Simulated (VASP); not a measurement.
Write the native input for VASP 6.6.1 that does the following.

```yaml
Task: single point
Functional: PBE
Potentials_or_basis: VASP PAW PBE potentials, release 64 (Ta_pv, Al, N)
Cutoff: 520 eV
k_mesh: 4 × 4 × 4
Occupations: gaussian, width 0.1 eV
Spin: no spin polarisation
Dipole_correction: no
Further_INCAR_settings: ALGO = Normal; EDIFF = 1e-06; NBANDS = 26
```

The structure of Ta2AlN2 lies in POSCAR:

```
Ta2AlN2
1.0
    4.2157501200      0.0000000000      0.0000000000
    0.0000000000      4.2157501200      0.0000000000
    0.0000000000      0.0000000000      4.4388614100
Ta Al N
2 1 2
Direct
    0.0000000000      0.5000000000      0.8639230500
    0.5000000000      0.0000000000      0.1360769500
    0.0000000000      0.0000000000      0.5000000000
    0.0000000000      0.0000000000      0.1831569900
    0.0000000000      0.0000000000      0.8168430100
```

The input as run:

INCAR

```
  PREC = Accurate
  ENCUT = 520
  EDIFF = 1E-6
  ISMEAR = 0
  SIGMA = 0.1
  LREAL = False
  LASPH = True
  NELM = 100
  ALGO = Normal
  ISIF = 2
  LWAVE = False
  LCHARG = False
  GGA = PE
  NBANDS = 26
```

KPOINTS

```
Automatic mesh
0
Gamma
  4 4 4
```

Potentials or basis: VASP PAW PBE potentials, release 64 (Ta_pv, Al, N).

Command:

```sh
$ cat potpaw_PBE.64/Ta_pv/POTCAR potpaw_PBE.64/Al/POTCAR potpaw_PBE.64/N/POTCAR > POTCAR
$ mpirun -np 1 vasp_std > vasp.out
```

Results of the run:

```yaml
Pressure: 39.1 GPa
Largest_force: 22.672 eV/Å
```

Caveat: the k points lie up to 0.37 Å⁻¹ apart; forces of over 1 eV/Å act on the atoms, so gaps and moduli don't describe the material at rest.

Run time: 26 s on 1 thread of Intel Xeon 6975P-C, on a shared host, peak memory 0.2 GiB.
